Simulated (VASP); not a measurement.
Pb, 1 atom in the cell. Symmetry: Fm-3m, No. 225, cubic system. Conventional cell: a = 4.970 Å, b = 4.970 Å, c = 4.970 Å, α = 90.00°, β = 90.00°, γ = 90.00°. Pb (site symmetry m-3m) has 12 Pb at 3.51 Å within 4.6 Å. 

| Quantity | Value |
| --- | --- |
| Program | VASP 6.6.1 |
| Task | single point |
| Functional | LDA |
| Potentials or basis | VASP PAW LDA potentials, release 64 (Pb_d) |
| Cutoff | 520 eV |
| k mesh | 15 × 15 × 15 |
| Occupations | fermi-dirac, width 0.05 eV |
| Spin | no spin polarisation |
| Dipole correction | no |
| Further INCAR settings | ALGO = Normal; EDIFF = 1e-07; NBANDS = 13 |

Potentials or basis: VASP PAW LDA potentials, release 64 (Pb_d).

Command:

```console
$ cat potpaw_LDA.64/Pb_d/POTCAR > POTCAR
$ mpirun -np 1 vasp_std > vasp.out
```

Hardware: 1 thread of AMD EPYC 7R43 64-Core Processor (Zen 3) (shared host).

Q: Estimate the wall time of this run.

A: Run time: 45 s on 1 thread of AMD EPYC 7R43 64-Core Processor (Zen 3), with other jobs on the host, peak memory 0.14 GiB. Counts: scf iterations 11, k points 120.
